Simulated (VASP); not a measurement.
Here is a VASP 6.6.1 calculation.

File INCAR:

```
  PREC = Accurate
  ENCUT = 520
  EDIFF = 1E-6
  ISMEAR = 0
  SIGMA = 0.1
  LREAL = False
  LASPH = True
  NELM = 100
  ALGO = Normal
  ISIF = 2
  LWAVE = False
  LCHARG = False
  GGA = PE
  NBANDS = 18
```

File KPOINTS:

```
regular mesh
0
Gamma
  10 10 10
```

The input POSCAR:

```
MgSe3
1.0
    4.3827778274      0.0000000000      0.0000000000
    0.0000000000      4.3827778274      0.0000000000
    0.0000000000      0.0000000000      4.3827778274
Mg Se
1 3
Direct
    0.0000000000      0.0000000000      0.0000000000
    0.5000000000      0.0000000000      0.5000000000
    0.0000000000      0.5000000000      0.5000000000
    0.5000000000      0.5000000000      0.0000000000
```

Potentials or basis: VASP PAW PBE potentials, release 64 (Mg, Se).

Launch:

```sh
$ cat potpaw_PBE.64/Mg/POTCAR potpaw_PBE.64/Se/POTCAR > POTCAR
$ mpirun -np 1 vasp_std > vasp.out
```

Q: Predict the band gap on the k mesh.

A: Zero (band 10 reaches 6.31 eV, above the bottom of band 11 at 4.40 eV).

Q: Estimate the pressure.

A: -0.1 GPa.
